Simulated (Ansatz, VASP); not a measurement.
**One calculation of GaP, two programs**

```
Ga P
1.0
     0.00000    2.72525    2.72525
     2.72525    0.00000    2.72525
     2.72525    2.72525    0.00000
Ga P
1 1
Direct
  0.00000 0.00000 0.00000
  0.75000 0.75000 0.75000
```

Alike in both runs: task single point; functional PBE; k mesh 10 × 10 × 10; occupations fermi-dirac, width 0.05 eV; non-collinear spin, spin-orbit coupling.

|  | VASP | Ansatz |
| --- | --- | --- |
| version | VASP 6.6.1 | Ansatz 0.2.0 |
| potentials or method | VASP PAW PBE potentials, release 64 (Ga_d, P), cutoff 520 eV | all-electron LAPW |

```csv
,VASP,Ansatz,Ansatz less VASP
pressure (GPa),2.4,2.5,+0.09
net moment per atom (μB),0.00,0.00,0.000
```

Ansatz ran all-electron here, and VASP with PAW potentials.
